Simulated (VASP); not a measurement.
Here is a VASP 6.6.1 calculation.

Contents of INCAR:

```
PREC = Accurate
ENCUT = 600
EDIFF = 1E-6
ISMEAR = -1
SIGMA = 0.1
LREAL = False
LASPH = True
NELM = 80
ALGO = Normal
ISIF = 4
LWAVE = False
LCHARG = False
GGA = PE
IBRION = 2
NSW = 50
EDIFFG = -0.005
```

The input KPOINTS:

```
Automatic mesh
0
Gamma
  17 17 17
```

The input POSCAR:

```
As
1.0
   -2.4805112117      2.4805112117      1.3193777406
    2.4805112117     -2.4805112117      1.3193777406
    2.4805112117      2.4805112117     -1.3193777406
As
2
Direct
   -0.3750000000     -0.1250000000     -0.2500000000
    0.3750000000      0.1250000000      0.2500000000
```

Potentials or basis: VASP PAW PBE potentials, release 64 (As).

Command:

```sh
$ cat potpaw_PBE.64/As/POTCAR > POTCAR
$ mpirun -np 1 vasp_std > vasp.out
```

(1) What does it give for the band gap on the k mesh?

Results:

(1) zero (bands 5 and 6 overlap by 7.81 eV).
